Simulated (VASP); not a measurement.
Set up this calculation in VASP 6.6.1, as the native input.

```yaml
Task: single point
Functional: PBEsol
Potentials_or_basis: VASP PAW PBE potentials, release 64 (Zn, O)
Cutoff: 520 eV
k_mesh: 4 × 4 × 6
Occupations: gaussian, width 0.01 eV
Spin: no spin polarisation
Dipole_correction: no
Further_INCAR_settings: ALGO = Normal; EDIFF = 1e-06; NBANDS = 46
```

The structure of ZnO lies in POSCAR:

```
ZnO
1.0
    5.5175700000      0.0000000000      0.0000000000
    0.0000000000      5.5175700000      0.0000000000
    0.0000000000      0.0000000000      3.2587800000
Zn O
4 4
Direct
    0.1819700000      0.1819700000      0.5000000000
    0.8180300000      0.8180300000      0.5000000000
    0.6819700000      0.3180300000      0.0000000000
    0.3180300000      0.6819700000      0.0000000000
    0.8172500000      0.1827500000      0.5000000000
    0.1827500000      0.8172500000      0.5000000000
    0.6827500000      0.6827500000      0.0000000000
    0.3172500000      0.3172500000      0.0000000000
```

One way to write it, as run:

INCAR

```
PREC     = Accurate       # precision mode
ENCUT    = 520            # plane-wave cutoff, eV
EDIFF    = 1E-6           # SCF threshold, eV
ISMEAR   = 0              # smearing method
SIGMA    = 0.01           # smearing width, eV
LREAL    = False          # projectors in reciprocal space
LASPH    = True           # aspherical terms in the spheres
NELM     = 100            # most SCF steps
ALGO     = Normal         # electronic algorithm
ISIF     = 2              # what is computed and relaxed
LWAVE    = False          # write WAVECAR
LCHARG   = False          # write CHGCAR
GGA      = PS             # functional
NBANDS   = 46             # bands
```

KPOINTS

```
Automatic mesh
0
Gamma
  4 4 6
```

Potentials or basis: VASP PAW PBE potentials, release 64 (Zn, O).

Command:

```bash
$ cat potpaw_PBE.64/Zn/POTCAR potpaw_PBE.64/O/POTCAR > POTCAR
$ mpirun -np 1 vasp_std > vasp.out
```

It gave:

| Property | Result |
| --- | --- |
| Pressure | -0.1 GPa |
| Largest force | 0.021 eV/Å |
| Band gap on the k mesh | 0.70 eV, direct |

Caveat: the PAW data sets were made with another functional, which shifts forces and pressure a little.

Run time: 2.7 min on 1 thread of AMD EPYC 7R43 64-Core Processor (Zen 3), on a shared host, peak memory 0.2 GiB.
